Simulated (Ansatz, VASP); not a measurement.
# Ti: VASP beside Ansatz

```
Ti
1.0
     0.00000    2.15311    2.15311
     2.15311    0.00000    2.15311
     2.15311    2.15311    0.00000
Ti
1
Direct
  0.00000 0.00000 0.00000
```

Alike in both runs: task single point; functional BLYP; k mesh 15 × 15 × 15; occupations fermi-dirac, width 0.1 eV; no spin polarisation.

|  | VASP | Ansatz |
| --- | --- | --- |
| version | VASP 6.6.1 | Ansatz 0.2.0 |
| potentials or method | VASP PAW PBE potentials, release 64 (Ti_sv), cutoff 520 eV | plane waves (420 eV) with PAW, scalar-relativistic |
| valence electrons in the cell | 12 | 12 |

|  | VASP | Ansatz | Ansatz less VASP |
| --- | --- | --- | --- |
| pressure (GPa) | -9.2 | -9.2 | -0.06 |

VASP's potentials were made for PBE, not for BLYP.
